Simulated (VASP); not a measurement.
# MoS in VASP: density of states with PBE

Aim: the density of states of MoS with PBE.

All numbers are computed with VASP 6.6.1; they aren't measurements. Logs are shortened: lines on timing, memory, paths and dates and some standing lists are left out, and cuts for length are marked.

### 1 The cell of the first run

The cell holds a slab with vacuum, 4 atoms: a = 3.184 Å, b = 3.184 Å, c = 32.335 Å, α = 90.00°, β = 90.00°, γ = 120.00°.

### 2 Density of states, PBE

Input file POSCAR:

```
MoS
1.0
    3.1841260822      0.0000000000      0.0000000000
   -1.5920630411      2.7575340760      0.0000000000
    0.0000000000      0.0000000000     32.3345999500
Mo S
2 2
Direct
    0.0000000000      0.0000000000      0.2319496766
    0.0000000000      0.0000000000      0.7680503234
    0.3333333300      0.6666666600      0.2799269210
    0.3333333300      0.6666666600      0.7200730790
```

Input file INCAR.step1:

```
SYSTEM = MoS
PREC = Accurate
ENCUT = 520
EDIFF = 1E-7
ISMEAR = -1
SIGMA = 0.05
LREAL = .False.
LASPH = .True.
NELM = 100
ALGO = Normal
ISIF = 2
LWAVE = .False.
LCHARG = .True.
LMAXMIX = 4
GGA = PE
NBANDS = 28
```

Input file KPOINTS.step1:

```
Automatic mesh
0
Gamma
  10 10 1
  0 0 0
```

Input file INCAR.step2:

```
SYSTEM = MoS
PREC = Accurate
ENCUT = 520
EDIFF = 1E-7
ISMEAR = -5
SIGMA = 0.05
LREAL = .False.
LASPH = .True.
NELM = 100
ALGO = Normal
ISIF = 2
LWAVE = .False.
LCHARG = .False.
LMAXMIX = 4
GGA = PE
LORBIT = 10
NEDOS = 2001
ICHARG = 11
```

Input file KPOINTS.step2:

```
Automatic mesh
0
Gamma
  15 15 1
  0 0 0
```

Potentials or basis: VASP PAW PBE potentials, release 64 (Mo_sv, S).

Started as:

```console
cat potpaw_PBE.64/Mo_sv/POTCAR potpaw_PBE.64/S/POTCAR > POTCAR
cp INCAR.step1 INCAR
cp KPOINTS.step1 KPOINTS
mpirun -np 1 vasp_std > vasp.out
cp INCAR.step2 INCAR
cp KPOINTS.step2 KPOINTS
mpirun -np 1 vasp_std > vasp.out
```

OUTCAR:

```text
SYSTEM = MoS
   PREC = Accurate
   ENCUT = 520
   EDIFF = 1E-7
   ISMEAR = -5
   LREAL = .False.
   LASPH = .True.
   NELM = 100
   ISIF = 2
   GGA = PE
   LORBIT = 10
   ICHARG = 11

 ion  position               nearest neighbor table
   1  0.000  0.000  0.232-   3 2.41   3 2.41   3 2.41
   2  0.000  0.000  0.768-   4 2.41   4 2.41   4 2.41
   3  0.333  0.667  0.280-   1 2.41   1 2.41   1 2.41
   4  0.333  0.667  0.720-   2 2.41   2 2.41   2 2.41

  LATTYP: Found a hexagonal cell.
 ALAT       =     3.1841260822
 C/A-ratio  =    10.1549370582

  Lattice vectors:

 A1 = (   3.1841260822,   0.0000000000,   0.0000000000)
 A2 = (  -1.5920630411,   2.7575340760,   0.0000000000)
 A3 = (   0.0000000000,   0.0000000000,  32.3345999500)

Analysis of symmetry for initial positions (statically):
=====================================================================
 Subroutine PRICEL returns:
 Original cell was already a primitive cell.

 Routine SETGRP: Setting up the symmetry group for a
 hexagonal supercell.

 Subroutine GETGRP returns: Found 12 space group operations
 (whereof 12 operations were pure point group operations)
 out of a pool of 24 trial point group operations.

The static configuration has the point symmetry D_3h.

Analysis of symmetry for dynamics (positions and initial velocities):
=====================================================================
 Subroutine PRICEL returns:
 Original cell was already a primitive cell.

 Routine SETGRP: Setting up the symmetry group for a
 hexagonal supercell.

 Subroutine GETGRP returns: Found 12 space group operations
 (whereof 12 operations were pure point group operations)
 out of a pool of 24 trial point group operations.

The dynamic configuration has the point symmetry D_3h.

 Subroutine INISYM returns: Found 12 space group operations
 (whereof 12 operations are pure point group operations),
 and found     1 'primitive' translations

----------------------------------------------------------------------------------------

                                     Primitive cell

  volume of cell :     283.9087

  direct lattice vectors                    reciprocal lattice vectors
     3.184126082  0.000000000  0.000000000     0.314057915  0.181321422  0.000000000
    -1.592063041  2.757534076  0.000000000     0.000000000  0.362642844  0.000000000
     0.000000000  0.000000000 32.334599950     0.000000000  0.000000000  0.030926624

  length of vectors
     3.184126082  3.184126082 32.334599950     0.362642844  0.362642844  0.030926624

  position of ions in fractional coordinates (direct lattice)
     0.000000000  0.000000000  0.231949677
     0.000000000  0.000000000  0.768050323
     0.333333330  0.666666660  0.279926921
     0.333333330  0.666666660  0.720073079

  ion indices of the primitive-cell ions
   primitive index   ion index
                 1           1
                 2           2
                 3           3
                 4           4

----------------------------------------------------------------------------------------

 KPOINTS: Automatic mesh

Automatic generation of k-mesh.
 Grid dimensions read from file:
 generate k-points for:   15   15    1

 Generating k-lattice:

  Cartesian coordinates                     Fractional coordinates (reciprocal lattice)
     0.020937194  0.012088095  0.000000000     0.066666667  0.000000000  0.000000000
     0.000000000  0.024176190  0.000000000     0.000000000  0.066666667  0.000000000
     0.000000000  0.000000000  0.030926624     0.000000000  0.000000000  1.000000000

  Length of vectors
     0.024176190  0.024176190  0.030926624

  Shift w.r.t. Gamma in fractional coordinates (k-lattice)
     0.000000000  0.000000000  0.000000000

 TETIRR: Found    118 inequivalent tetrahedra from     1350

 Subroutine IBZKPT returns following result:
 ===========================================

 Found     27 irreducible k-points:

 Following reciprocal coordinates:
            Coordinates               Weight
  0.000000  0.000000  0.000000      1.000000
  0.066667  0.000000  0.000000      6.000000
  0.133333 -0.000000  0.000000      6.000000
  0.200000 -0.000000  0.000000      6.000000
  0.266667 -0.000000  0.000000      6.000000
  0.333333 -0.000000  0.000000      6.000000
[... 16 lines left out ...]
  0.333333  0.200000  0.000000     12.000000
  0.400000  0.200000  0.000000      6.000000
 [... further k-points ...]
   k-points           NKPTS =     27   k-points in BZ     NKDIM =     27   number of bands    NBANDS=     24
   number of dos      NEDOS =   2001   number of ions     NIONS =      4
   total plane-waves  NPLWV = 138240
   dimension x,y,z NGX =    24 NGY =   24 NGZ =  240
   dimension x,y,z NGXF=    48 NGYF=   48 NGZF=  480
   ions per type =               2   2
   NGX,Y,Z   is equivalent  to a cutoff of  12.53, 12.53, 12.34 a.u.
   NGXF,Y,Z  is equivalent  to a cutoff of  25.06, 25.06, 24.68 a.u.
 SYSTEM =  MoS
   PREC   = accura    normal or accurate (medium, high low for compatibility)
   ISTART =      0    job   : 0-new  1-cont  2-samecut
   ICHARG =     11    charge: 1-file 2-atom 10-const
   ISPIN  =      1    spin polarized calculation?
   LNONCOLLINEAR =      F non collinear calculations
   LSORBIT =      F    spin-orbit coupling
   LASPH  =      T    aspherical Exc in radial PAW
   ENCUT  =  520.0 eV  38.22 Ry    6.18 a.u.   5.92  5.92 60.12*2*pi/ulx,y,z
   NELM   =    100;   NELMIN=  2; NELMDL=  0     # of ELM steps
   EDIFF  = 0.1E-06   stopping-criterion for ELM
   LREAL  =      F    real-space projection
   EDIFFG = 0.1E-05   stopping-criterion for IOM
   NSW    =      0    number of steps for IOM
   IBRION =     -1    ionic relax: 0-MD 1-quasi-New 2-CG
   NFREE  =      0    steps in history (QN), initial steepest desc. (CG)
   ISIF   =      2    stress and relaxation
   ISYM   =      2    0-nonsym 1-usesym 2-fastsym
   POTIM  = 0.5000    time-step for ionic-motion
   TEBEG  =    0.0;   TEEND  =   0.0 temperature during run
   PSTRESS=    0.0 pullay stress
   NELECT =      40.0000    total number of electrons
   NUPDOWN=      -1.0000    fix difference up-down
   EMIN   =  10.00;   EMAX   =-10.00  energy-range for DOS
   EFERMI =   0.00;   METHOD = LEGACY
   ISMEAR =    -5;   SIGMA  =   0.05  broadening in eV -4-tet -1-fermi 0-gaus
   EFERMI_NEDOS =   21; number of points for ismear=-14 and -15
   IALGO  =     38    algorithm
   IMIX   =      4    mixing-type and parameters
     AMIX     =   0.40;   BMIX     =  1.00
     AMIX_MAG =   1.60;   BMIX_MAG =  1.00
  volume/ion in A,a.u.               =      70.98       478.98
  Fermi-wavevector in a.u.,A,eV,Ry     =   0.851861  1.609783  9.873296  0.725667
  Thomas-Fermi vector in A             =   1.968059
   LORBIT       =     10    0 simple, 1 ext, 2 COOP (PROOUT), +10 PAW based schemes
   GGA     = PE    functional components
   LHFCALC =     F    Hartree Fock is set to
   AEXX    =    0.0000 exact exchange contribution
   IVDW    =     0    specifies the selected vdW correction
   LEPSILON=     F    determine dielectric tensor
   LRPA    =     F    only Hartree local field effects (RPA)
 non-spin polarized calculation
 Fermi weights with tetrahedron method with Bloechl corrections
  energy-cutoff  :      520.00
  volume of cell :      283.91
 maximum number of plane-waves:      7693
 NGX is ok and might be reduce to    24

 number of electron      39.9999999 magnetization

 Free energy of the ion-electron system (eV)
  ---------------------------------------------------
  ext. energy  EPLUGINS =         0.00000000
  ---------------------------------------------------
  free energy    TOTEN  =       -28.92782339 eV

  energy without entropy =      -28.92782339  energy(sigma->0) =      -28.92782339

 E-fermi :  -1.4046     XC(G=0):  -3.8257

 val. band max:       -1.4196438006   @ k =   0.4667   0.0000   0.0000
 cond. band min:      -1.3976065619   @ k =   0.0667   0.0667   0.0000
 fundamental gap:      0.0220372387
 Fermi energy:        -1.4045866789

 k-point     1 :       0.0000    0.0000    0.0000
  band No.  band energies     occupation
      1     -62.5725      2.00000
      2     -62.5725      2.00000
      3     -36.7023      2.00000
      4     -36.7023      2.00000
      5     -36.4513      2.00000
      6     -36.4513      2.00000
[... 16 lines left out ...]
     23      -1.3404      0.00000
     24      -1.3404      0.00000

 k-point     2 :       0.0667    0.0000    0.0000
  band No.  band energies     occupation
      1     -62.5710      2.00000
      2     -62.5710      2.00000
      3     -36.7000      2.00000
      4     -36.7000      2.00000
      5     -36.4659      2.00000
      6     -36.4659      2.00000
[... 16 lines left out ...]
     23      -1.2247      0.00000
     24      -1.2247      0.00000

 k-point     3 :       0.1333   -0.0000    0.0000
  band No.  band energies     occupation
      1     -62.5668      2.00000
      2     -62.5668      2.00000
      3     -36.6933      2.00000
      4     -36.6933      2.00000
      5     -36.5069      2.00000
      6     -36.5069      2.00000
[... 16 lines left out ...]
     23      -1.0110      0.00000
     24      -1.0109      0.00000

 k-point     4 :       0.2000   -0.0000    0.0000
  band No.  band energies     occupation
      1     -62.5606      2.00000
      2     -62.5606      2.00000
      3     -36.6838      2.00000
      4     -36.6838      2.00000
      5     -36.5666      2.00000
      6     -36.5666      2.00000
[... 16 lines left out ...]
     23      -0.8572      0.00000
     24      -0.8571      0.00000

 k-point     5 :       0.2667   -0.0000    0.0000
  band No.  band energies     occupation
      1     -62.5534      2.00000
      2     -62.5534      2.00000
      3     -36.6751      2.00000
      4     -36.6751      2.00000
      5     -36.6322      2.00000
      6     -36.6322      2.00000
[... 16 lines left out ...]
     23      -0.6971      0.00000
     24      -0.6970      0.00000

 k-point     6 :       0.3333   -0.0000    0.0000
  band No.  band energies     occupation
      1     -62.5466      2.00000
      2     -62.5466      2.00000
      3     -36.7049      2.00000
      4     -36.7049      2.00000
      5     -36.6562      2.00000
      6     -36.6562      2.00000
[... 16 lines left out ...]
     23      -0.3854      0.00000
     24      -0.3854      0.00000
[... 379 lines left out ...]
 k-point    21 :       0.2000    0.2000    0.0000
  band No.  band energies     occupation
      1     -62.5449      2.00000
      2     -62.5449      2.00000
      3     -36.6916      2.00000
      4     -36.6916      2.00000
      5     -36.6527      2.00000
      6     -36.6527      2.00000
[... 16 lines left out ...]
     23       0.1489      0.00000
     24       0.1490      0.00000

 k-point    22 :       0.2667    0.2000    0.0000
  band No.  band energies     occupation
      1     -62.5399      2.00000
      2     -62.5399      2.00000
      3     -36.7197      2.00000
      4     -36.7197      2.00000
      5     -36.6470      2.00000
      6     -36.6470      2.00000
[... 16 lines left out ...]
     23       0.3510      0.00000
     24       0.3510      0.00000

 k-point    23 :       0.3333    0.2000    0.0000
  band No.  band energies     occupation
      1     -62.5365      2.00000
      2     -62.5365      2.00000
      3     -36.7383      2.00000
      4     -36.7383      2.00000
      5     -36.6422      2.00000
      6     -36.6422      2.00000
[... 16 lines left out ...]
     23       0.3593      0.00000
     24       0.3593      0.00000

 k-point    24 :       0.4000    0.2000    0.0000
  band No.  band energies     occupation
      1     -62.5353      2.00000
      2     -62.5353      2.00000
      3     -36.7446      2.00000
      4     -36.7446      2.00000
      5     -36.6405      2.00000
      6     -36.6405      2.00000
[... 16 lines left out ...]
     23       0.3213      0.00000
     24       0.3213      0.00000

 [... further k-points ...]
[... 5 lines left out ...]
  --------------------------------------------------------------------------------------
  -------------------------------------------------------------------------------------
  Total       -9.3607264     -9.3607264     -3.7150452     -0.0000000      0.0000000      0.0000000
  in kB      -52.8252425    -52.8252425    -20.9650568     -0.0000000      0.0000000      0.0000000
  external PRESSURE =     -42.2051806 kB  Pullay stress =       0.0000000 kB

 VOLUME and BASIS-vectors are now :
 -----------------------------------------------------------------------------
  energy-cutoff  :      520.00
  volume of cell :      283.91
      direct lattice vectors                 reciprocal lattice vectors
     3.184126082  0.000000000  0.000000000     0.314057915  0.181321422  0.000000000
    -1.592063041  2.757534076  0.000000000     0.000000000  0.362642844  0.000000000
     0.000000000  0.000000000 32.334599950     0.000000000  0.000000000  0.030926624

 POSITION                                       TOTAL-FORCE (eV/Angst)
 -----------------------------------------------------------------------------------
      0.00000      0.00000      7.50000         0.000000     -0.000000      0.841101
      0.00000      0.00000     24.83460         0.000000      0.000000     -0.841101
      0.00000      1.83836      9.05133        -0.000000      0.000000     -0.838919
      0.00000      1.83836     23.28327        -0.000000      0.000000      0.838919
 -----------------------------------------------------------------------------------
    total drift:                                0.000089     -0.000034      0.000000

  FREE ENERGIE OF THE ION-ELECTRON SYSTEM (eV)
  ---------------------------------------------------
  free  energy   TOTEN  =       -28.9278233878 eV

  energy  without entropy=      -28.9278233878  energy(sigma->0) =      -28.92782339

 total charge

# of ion       s       p       d       tot
------------------------------------------
    1        2.266   6.130   3.801  12.197
    2        2.266   6.130   3.801  12.197
    3        1.367   2.290   0.000   3.657
    4        1.367   2.290   0.000   3.657
--------------------------------------------------
tot          7.266  16.841   7.601  31.709
```

Wall time 2.7 min (1 thread of Intel Xeon Platinum 8488C (Sapphire Rapids), shared host); peak memory 0.43 GiB.

Results:

* Valence electrons inside the program's atomic spheres: Mo 12.20; S 3.66
